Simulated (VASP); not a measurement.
Input of a VASP 6.6.1 run:

File INCAR:

```
  PREC = Accurate
  ENCUT = 520
  EDIFF = 1E-7
  ISMEAR = -1
  SIGMA = 0.08
  LREAL = F
  LASPH = T
  NELM = 60
  ALGO = Normal
  ISIF = 2
  LWAVE = F
  LCHARG = F
  GGA = PE
  NBANDS = 17
```

KPOINTS

```
regular mesh
0
Gamma
  11 11 11
```

POSCAR

```
SnTe
1.0
    0.0946950000      3.2038475000      3.2038475000
    3.2038475000      0.0946950000      3.2038475000
    3.2038475000      3.2038475000      0.0946950000
Sn Te
1 1
Direct
    0.0000000000      0.0000000000      0.0000000000
    0.5000000000      0.5000000000      0.5000000000
```

Potentials or basis: VASP PAW PBE potentials, release 64 (Sn_d, Te).

Launch:

```console
$ cat potpaw_PBE.64/Sn_d/POTCAR potpaw_PBE.64/Te/POTCAR > POTCAR
$ mpirun -np 1 vasp_std > vasp.out
```

Task: What does it give for the pressure?

Result: 2.0 GPa.

Stress tensor (GPa, compression positive):
```
 2.00 -0.47 -0.47
-0.47  2.00 -0.47
-0.47 -0.47  2.00
```

Caveat: the cell differs from its parent crystal (equal xy, yz and zx shear strains of +3 %).
